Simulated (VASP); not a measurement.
**GaN: single point with r2SCAN**

The system is GaN.

```xyz
2
Lattice="0.0000 2.2152 2.2827 2.2152 0.0000 2.2827 2.2152 2.2152 0.0000" Properties=species:S:1:pos:R:3 pbc="T T T"
Ga    0.0000    0.0000    0.0000
N     3.3228    3.3228    3.4240
```

This cell differs from its parent crystal: strain -0.015 along x and y, +0.015 along z.

- Program: VASP 6.6.1
- Task: single point
- Functional: r2SCAN
- Potentials or basis: VASP PAW PBE potentials, release 64 (Ga_d, N)
- Cutoff: 520 eV
- k mesh: 10 × 10 × 10
- Occupations: gaussian, width 0.05 eV
- Spin: no spin polarisation

* Pressure: 4.2 GPa
* Band gap on the k mesh: 2.21 eV, direct

Stress tensor (GPa, compression positive):
```
5.61 0.00 0.00
0.00 5.61 0.00
0.00 0.00 1.47
```

Levels at points of the mesh, in eV from the valence-band top:
```
           k point  band 7  band 8  band 9  band 10  band 11  band 12
(0.00, 0.00, 0.00)   -0.15    0.00    0.00     2.21    11.07    11.07
(0.50, 0.00, 0.00)   -7.35   -1.19   -0.95     5.24     9.51    10.87
(0.50, 0.50, 0.00)   -6.58   -2.75   -2.75     3.87     7.66    12.40
(0.50, 0.00, 0.50)   -6.24   -2.99   -2.97     3.66     7.16    12.84
```

Wall time 81 s on 1 thread of Intel(R) Xeon(R) Platinum 8488C (Sapphire Rapids) (shared host), peak memory 0.16 GiB.

Caveat: the cell differs from its parent crystal (strain -0.015 along x and y, +0.015 along z); the PAW data sets were made with another functional, which shifts forces and pressure a little.
